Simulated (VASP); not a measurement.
# Sn (Im-3m) in VASP: notebook

Aim: see how the results for Sn move with the level of theory and the settings. Levels: BLYP+D4, PBE. Tasks: single point.

All numbers are computed with VASP 6.6.1; they aren't measurements. Logs are shortened: lines on timing, memory, paths and dates and some standing lists are left out, and cuts for length are marked.

## 1. The cell of the first run

It takes space group Im-3m (No. 229, cubic). Conventional cell: a = 3.819 Å, b = 3.819 Å, c = 3.819 Å, α = 90.00°, β = 90.00°, γ = 90.00°. Within 4.3 Å of Sn (site symmetry m-3m) lie 14 Sn at 3.31 to 3.82 Å.

## 2. Single point, BLYP+D4

INCAR reads:

```
PREC = Accurate ; ENCUT = 520
EDIFF = 1E-6 ; ISMEAR = -1
SIGMA = 0.05 ; LREAL = F
LASPH = T ; NELM = 60
ALGO = Fast ; ISIF = 2
LWAVE = F ; LCHARG = T
GGA = B5 ; ALDAX = 1.0
AGGAX = 1.0 ; AGGAC = 1.0
ALDAC = 0.0 ; IVDW = 13
VDW_S6 = 1.0 ; VDW_S8 = 2.34076671
VDW_A1 = 0.44488865 ; VDW_A2 = 4.0933009
LELF = T ; LVHAR = T
NBANDS = 13
```

KPOINTS reads:

```
regular mesh
0
Gamma
  10 10 10
```

POSCAR reads:

```
Sn
1.0
   -1.9094727578      1.9094727578      1.9094727578
    1.9094727578     -1.9094727578      1.9094727578
    1.9094727578      1.9094727578     -1.9094727578
Sn
1
Direct
    0.0000000000      0.0000000000      0.0000000000
```

Potentials or basis: VASP PAW PBE potentials, release 64 (Sn_d).

On the command line:

```bash
$ cat potpaw_PBE.64/Sn_d/POTCAR > POTCAR
$ mpirun -np 1 vasp_std > vasp.out
```

OUTCAR:

```text
PREC = Accurate
   ENCUT = 520
   EDIFF = 1E-6
   ISMEAR = -1
   LREAL = F
   LASPH = T
   NELM = 60
   ISIF = 2
   GGA = B5
   IVDW = 13

 ion  position               nearest neighbor table
   1  0.000  0.000  0.000-

  LATTYP: Found a body centered cubic cell.
 ALAT       =     3.8189455156

  Lattice vectors:

 A1 = (  -1.9094727578,   1.9094727578,   1.9094727578)
 A2 = (   1.9094727578,  -1.9094727578,   1.9094727578)
 A3 = (   1.9094727578,   1.9094727578,  -1.9094727578)

Analysis of symmetry for initial positions (statically):
=====================================================================
 Subroutine PRICEL returns:
 Original cell was already a primitive cell.

 Routine SETGRP: Setting up the symmetry group for a
 body centered cubic supercell.

 Subroutine GETGRP returns: Found 48 space group operations
[... 9 lines left out ...]

 Routine SETGRP: Setting up the symmetry group for a
 body centered cubic supercell.

 Subroutine GETGRP returns: Found 48 space group operations
[... 11 lines left out ...]
                                     Primitive cell

  volume of cell :      27.8484

  direct lattice vectors                    reciprocal lattice vectors
    -1.909472758  1.909472758  1.909472758     0.000000000  0.261852387  0.261852387
     1.909472758 -1.909472758  1.909472758     0.261852387  0.000000000  0.261852387
     1.909472758  1.909472758 -1.909472758     0.261852387  0.261852387  0.000000000

  length of vectors
     3.307303832  3.307303832  3.307303832     0.370315197  0.370315197  0.370315197

  position of ions in fractional coordinates (direct lattice)
     0.000000000  0.000000000  0.000000000

  ion indices of the primitive-cell ions
   primitive index   ion index
                 1           1

----------------------------------------------------------------------------------------

 KPOINTS: regular mesh

Automatic generation of k-mesh.
 Grid dimensions read from file:
 generate k-points for:   10   10   10

 Generating k-lattice:

  Cartesian coordinates                     Fractional coordinates (reciprocal lattice)
     0.000000000  0.026185239  0.026185239     0.100000000  0.000000000  0.000000000
     0.026185239  0.000000000  0.026185239     0.000000000  0.100000000  0.000000000
     0.026185239  0.026185239  0.000000000     0.000000000  0.000000000  0.100000000

  Length of vectors
     0.037031520  0.037031520  0.037031520

[... 58 lines left out ...]
   NFREE  =      0    steps in history (QN), initial steepest desc. (CG)
   ISIF   =      2    stress and relaxation
   ISYM   =      2    0-nonsym 1-usesym 2-fastsym
   POTIM  = 0.5000    time-step for ionic-motion
   TEBEG  =    0.0;   TEEND  =   0.0 temperature during run
   PSTRESS=    0.0 pullay stress
   NELECT =      14.0000    total number of electrons
   NUPDOWN=      -1.0000    fix difference up-down
   EMIN   =  10.00;   EMAX   =-10.00  energy-range for DOS
   EFERMI =   0.00;   METHOD = LEGACY
   ISMEAR =    -1;   SIGMA  =   0.05  broadening in eV -4-tet -1-fermi 0-gaus
   EFERMI_NEDOS =   21; number of points for ismear=-14 and -15
   IALGO  =     68    algorithm
   IMIX   =      4    mixing-type and parameters
     AMIX     =   0.40;   BMIX     =  1.00
     AMIX_MAG =   1.60;   BMIX_MAG =  1.00
  volume/ion in A,a.u.               =      27.85       187.93
  Fermi-wavevector in a.u.,A,eV,Ry     =   1.301719  2.459893 23.054710  1.694473
  Thomas-Fermi vector in A             =   2.432835
   LORBIT       =      0    0 simple, 1 ext, 2 COOP (PROOUT), +10 PAW based schemes
   GGA     = B5    functional components
   LHFCALC =     F    Hartree Fock is set to
   AEXX    =    0.0000 exact exchange contribution
   IVDW    =    13    specifies the selected vdW correction
   LEPSILON=     F    determine dielectric tensor
   LRPA    =     F    only Hartree local field effects (RPA)
 non-spin polarized calculation
 RMM-DIIS sequential band-by-band and
  energy-cutoff  :      520.00
  volume of cell :       27.85
 maximum number of plane-waves:       767
 NGX is ok and might be reduce to    28
   NGX = 13   NGY = 13   NGZ = 13

 number of electron      13.9999998 magnetization

 Free energy of the ion-electron system (eV)
  ---------------------------------------------------
  ext. energy  EPLUGINS =         0.00000000
  ---------------------------------------------------
  free energy    TOTEN  =        -2.89703541 eV

  energy without entropy =       -2.88912490  energy(sigma->0) =       -2.89308016

 E-fermi :   8.2266     XC(G=0):  -9.6416

 val. band max:        8.2162671877   @ k =   0.3000   0.0000   0.0000
 cond. band min:       8.2422872248   @ k =   0.2000   0.1000   0.1000
 fundamental gap:      0.0260200371
 Fermi energy:         8.2265679565

 k-point     1 :       0.0000    0.0000    0.0000
  band No.  band energies     occupation
      1     -13.2660      2.00000
      2     -13.2660      2.00000
      3     -13.2660      2.00000
      4     -13.1340      2.00000
      5     -13.1340      2.00000
      6      -2.6488      2.00000
      7      15.7513      0.00000
      8      15.7513      0.00000
      9      15.7513      0.00000
     10      20.6482      0.00000
     11      20.6494      0.00000
     12      20.6514      0.00000
     13      20.8858      0.00000
[... 354 lines left out ...]
  band No.  band energies     occupation
      1     -13.2726      2.00000
      2     -13.2291      2.00000
      3     -13.1644      2.00000
      4     -13.1425      2.00000
      5     -13.1325      2.00000
      6      -0.5412      2.00000
      7       8.3856      0.07985
      8      11.9266      0.00000
      9      13.3011      0.00000
     10      17.3153      0.00000
     11      18.3293      0.00000
     12      19.3837      0.00000
     13      24.9963      0.00000

 [... further k-points ...]

------------------------ aborting loop because EDIFF is reached ----------------------------------------

  DFT-D4 for vdW energy calculation

  Edisp (eV):   -0.76941

  FORCE on cell =-STRESS in cart. coord.  units (eV):
  Direction    XX          YY          ZZ          XY          YZ          ZX
  --------------------------------------------------------------------------------------
  -------------------------------------------------------------------------------------
  Total      -0.00196    -0.00196    -0.00196    -0.00000    -0.00000     0.00000
  in kB      -0.11279    -0.11279    -0.11279    -0.00000    -0.00000     0.00000
  external pressure =       -0.11 kB  Pullay stress =        0.00 kB

 VOLUME and BASIS-vectors are now :
 -----------------------------------------------------------------------------
  energy-cutoff  :      520.00
  volume of cell :       27.85
      direct lattice vectors                 reciprocal lattice vectors
    -1.909472758  1.909472758  1.909472758     0.000000000  0.261852387  0.261852387
     1.909472758 -1.909472758  1.909472758     0.261852387  0.000000000  0.261852387
     1.909472758  1.909472758 -1.909472758     0.261852387  0.261852387  0.000000000

 POSITION                                       TOTAL-FORCE (eV/Angst)
 -----------------------------------------------------------------------------------
      0.00000      0.00000      0.00000         0.000000      0.000000      0.000000
 -----------------------------------------------------------------------------------
    total drift:                               -0.000000     -0.000000     -0.000000

  FREE ENERGIE OF THE ION-ELECTRON SYSTEM (eV)
  ---------------------------------------------------
  free  energy   TOTEN  =        -3.6664491053 eV

  energy  without entropy=       -3.6585385998  energy(sigma->0) =       -3.66249385
```

It took 25 s on 1 thread of Intel Xeon Platinum 8559C (Emerald Rapids), shared host; peak memory 0.15 GiB.

Results:

- Free energy: -3.6664 eV
- Pressure: 0.0 GPa
- Band gap on the k mesh: zero (band 7 reaches 15.75 eV, above the bottom of band 8 at 6.17 eV)
- Dispersion energy per atom: -0.769 eV

Levels at points of the mesh, in eV from the Fermi level:
```tsv
k point	band 4	band 5	band 6	band 7	band 8	band 9	band 10	band 11
(0.00, 0.00, 0.00)	-21.36	-21.36	-10.88	7.52	7.52	7.52	12.42	12.42
(0.50, 0.00, 0.00)	-21.37	-21.28	-6.47	-4.15	3.42	5.37	8.12	8.43
(0.50, 0.50, 0.50)	-21.30	-21.30	-2.82	-0.44	-0.44	-0.44	4.26	4.26
```

Caveat: the PAW data sets were made with another functional, which shifts forces and pressure a little; spin-orbit coupling is left out, which moves the levels of the heavy elements; pairwise dispersion overbinds metals, which lowers pressure and volume.

(Continued in part 2 of 2.)
